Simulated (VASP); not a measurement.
Here is a VASP 6.6.1 calculation.

Contents of INCAR:

```
PREC = Accurate
ENCUT = 520
EDIFF = 1E-7
ISMEAR = 0
SIGMA = 0.15
LREAL = False
LASPH = True
NELM = 100
ALGO = Normal
ISIF = 2
LWAVE = False
LCHARG = False
GGA = PE
NBANDS = 10
```

The input KPOINTS:

```
Automatic mesh
0
Gamma
  10 10 10
```

Contents of POSCAR:

```
Re
1.0
    0.0000000000      1.9141331043      2.0151993323
    1.9141331043      0.0000000000      2.0151993323
    1.9141331043      1.9141331043      0.0000000000
Re
1
Direct
    0.0000000000      0.0000000000      0.0000000000
```

Potentials or basis: VASP PAW PBE potentials, release 64 (Re).

Command:

```sh
$ cat potpaw_PBE.64/Re/POTCAR > POTCAR
$ mpirun -np 1 vasp_std > vasp.out
```

Estimate the pressure.

5.7 GPa.

Stress tensor (GPa, compression positive):
```
11.03  0.00  0.00
 0.00 11.03  0.00
 0.00  0.00 -5.10
```
